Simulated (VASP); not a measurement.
# S: single point with PBEsol

The system is S.

```
S
1.0
     2.25464    0.00000    0.00000
     0.00000    2.25464    0.00000
     0.00000    0.00000    2.25464
S
1
Direct
  0.00000 0.00000 0.00000
```

This isn't the form of S at room conditions, which is orthorhombic, of S8 rings.

```yaml
Program: VASP 6.6.1
Task: single point
Functional: PBEsol
Potentials_or_basis: VASP PAW PBE potentials, release 64 (S)
Cutoff: 520 eV
k_mesh: 16 × 16 × 16
Occupations: fermi-dirac, width 0.05 eV
Spin: no spin polarisation
Dipole_correction: no
Further_INCAR_settings: ALGO = Normal; EDIFF = 1e-06; NBANDS = 9
```

```json
{
  "Pressure": "59.8 GPa",
  "Band gap on the k mesh": "zero (bands 3 and 4 overlap by 11.05 eV)"
}
```

Levels at points of the mesh, in eV from the Fermi level:
| k point | band 1 | band 2 | band 3 | band 4 | band 5 | band 6 | band 7 | band 8 |
| --- | --- | --- | --- | --- | --- | --- | --- | --- |
| (0.00, 0.00, 0.00) | -22.18 | 2.34 | 2.34 | 2.34 | 5.52 | 5.52 | 13.68 | 25.83 |
| (0.50, 0.00, 0.00) | -17.34 | -12.88 | 5.30 | 5.30 | 8.43 | 14.31 | 14.31 | 16.69 |
| (0.50, 0.50, 0.00) | -12.16 | -9.12 | -9.12 | -1.13 | 7.98 | 17.00 | 17.18 | 17.18 |
| (0.50, 0.50, 0.50) | -5.88 | -5.75 | -5.75 | -5.75 | 3.15 | 3.15 | 3.15 | 10.65 |

Wall time 14 s on 1 thread of Intel Xeon 8259CL, on a shared host, peak memory 0.12 GiB.

Caveat: the cell stands under pressure; the PAW data sets were made with another functional, which shifts forces and pressure a little.
